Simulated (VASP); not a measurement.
Set up this calculation in VASP 6.6.1, as the native input.

- Task: single point
- Functional: PBE
- Potentials or basis: VASP PAW PBE potentials, release 64 (W_sv, S)
- Cutoff: 520 eV
- k mesh: 6 × 6 × 2
- Occupations: gaussian, width 0.01 eV
- Spin: no spin polarisation
- Dipole correction: no
- Further INCAR settings: ALGO = Normal; EDIFF = 1e-06; NBANDS = 20

The structure of WS2 lies in POSCAR:

```
WS2
1.0
    3.1697138084      0.0000000000      0.0000000000
   -1.5848569042      2.7450526808      0.0000000000
    0.0000000000      0.0000000000     16.9263323846
W S
1 2
Direct
    0.3333333333      0.6666666667      0.0000000000
    0.6666666667      0.3333333333      0.9076849995
    0.6666666667      0.3333333333      0.0923150005
```

These files were run (other wordings do the same):

INCAR

```
SYSTEM = WS2
  PREC = Accurate
  ENCUT = 520
  EDIFF = 1E-6
  ISMEAR = 0
  SIGMA = 0.01
  LREAL = .FALSE.
  LASPH = .TRUE.
  NELM = 100
  ALGO = Normal
  ISIF = 2
  LWAVE = .FALSE.
  LCHARG = .TRUE.
  GGA = PE
  LELF = .TRUE.
  LVHAR = .TRUE.
  NBANDS = 20
```

KPOINTS

```
Automatic mesh
0
G
  6 6 2
  0 0 0
```

Potentials or basis: VASP PAW PBE potentials, release 64 (W_sv, S).

Launch:

```bash
$ cat potpaw_PBE.64/W_sv/POTCAR potpaw_PBE.64/S/POTCAR > POTCAR
$ mpirun -np 1 vasp_std > vasp.out
```

It gave:

```yaml
Largest_force: 0.306 eV/Å
Band_gap_on_the_k_mesh: 1.85 eV, direct
```

Caveat: spin-orbit coupling is left out, which moves the levels of the heavy elements.

Wall time 42 s on 1 thread of Intel(R) Xeon(R) Platinum 8375C CPU @ 2.90GHz (Ice Lake), with other jobs on the host, peak memory 0.25 GiB.
